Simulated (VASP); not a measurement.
Y:

```
Y
1.0
     0.00000    2.54500    2.54500
     2.54500    0.00000    2.54500
     2.54500    2.54500    0.00000
Y
1
Direct
  0.00000 0.00000 0.00000
```

This isn't the form of Y at room conditions, which is hcp.

```yaml
Program: VASP 6.6.1
Task: relaxation of cell and atoms
Functional: PBEsol
Potentials_or_basis: VASP PAW PBE potentials, release 64 (Y_sv)
Cutoff: 500 eV
k_mesh: 8 × 8 × 8
Occupations: fermi-dirac, width 0.1 eV
Spin: no spin polarisation
```

At the start: pressure -2.5 GPa; volume 32.97 Å³/atom.

Problem. Where does the relaxation end?

Solution. Over 3 steps the energy falls by 18.0 meV/atom and the volume is 30.80 Å³/atom (-6.6 %); space group Fm-3m (No. 225, to 0.1 Å) before and after.

The path:
```csv
step,energy change (eV),largest force (eV/Å),pressure (GPa),volume (Å³)
1,0.0000,0.0000,-2.52,32.97
2,-0.0177,0.0000,0.34,30.55
3,-0.0180,0.0000,0.00,30.80
```

Final structure:
```
Y
1.0
     0.00000    2.48784    2.48784
     2.48784    0.00000    2.48784
     2.48784    2.48784    0.00000
Y
1
Cartesian
  0.0000 0.0000 0.0000
```

Caveat: the PAW data sets were made with another functional, which shifts forces and pressure a little.
